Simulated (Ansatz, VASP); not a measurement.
# One calculation of BaTiO3, two programs

The input INCAR:

```
  PREC = Accurate
  ENCUT = 520
  EDIFF = 1E-6
  ISMEAR = 0
  SIGMA = 0.02
  LREAL = F
  LASPH = T
  NELM = 80
  ALGO = Normal
  ISIF = 2
  LWAVE = F
  LCHARG = F
  GGA = PE
  NBANDS = 28
```

File KPOINTS:

```
regular mesh
0
Gamma
  8 8 8
```

File POSCAR:

```
BaTiO3
1.0
    4.0594434426      0.0000000000      0.0000000000
    0.0000000000      4.0087909230      0.0000000000
    0.0000000000      0.0000000000      4.0087909230
Ba Ti O
1 1 3
Direct
    0.5000000000      0.5000000000      0.5000000000
    0.0000000000      0.0000000000      0.0000000000
    0.5000000000      0.0000000000      0.0000000000
    0.0000000000      0.5000000000      0.0000000000
    0.0000000000      0.0000000000      0.5000000000
```

Input for Ansatz:

```yaml
crystal:
  lattice:
    - [4.0594434426, 0.0, 0.0]
    - [0.0, 4.008790923, 0.0]
    - [0.0, 0.0, 4.008790923]
  atoms:
    - { symbol: Ba, position: [0.5, 0.5, 0.5] }
    - { symbol: Ti, position: [0.0, 0.0, 0.0] }
    - { symbol: O, position: [0.5, 0.0, 0.0] }
    - { symbol: O, position: [0.0, 0.5, 0.0] }
    - { symbol: O, position: [0.0, 0.0, 0.5] }
basis:
  ecutwfc: 420
kpoints:
  mp_grid: { grid: [8, 8, 8] }
  band_path: { path: [VBM, CBM], npoints: 2 }
hamiltonian:
  xc: pbe
scf:
  occupations: { method: gaussian, width: 0.02 }
output:
  forces: true
  stress: true
  eigenvalues: true
checkpoint:
  read: start.run
  write: ck
  compress: false
  write_wavefunctions: false
  write_every: 100000
```

Alike in both runs: task single point; functional PBE; k mesh 8 × 8 × 8; occupations gaussian, width 0.02 eV; no spin polarisation.

```csv
,VASP,Ansatz
version,VASP 6.6.1,Ansatz 0.2.0
potentials or method,"VASP PAW PBE potentials, release 64 (Ba_sv, Ti_sv, O), cutoff 520 eV","scalar-relativistic, plane waves, PAW"
valence electrons in the cell,40,40
```

```csv
,VASP,Ansatz,Ansatz less VASP
gap on the k mesh at the Fermi level (eV),1.69,1.75,+0.062
least direct gap on the mesh (eV),1.86,1.89,+0.026
pressure (GPa),1.0,-0.7,-1.70
"traceless stress, the component that is largest in VASP (GPa)",-1.49,-1.44,+0.054
```

Spin-orbit coupling is off throughout.
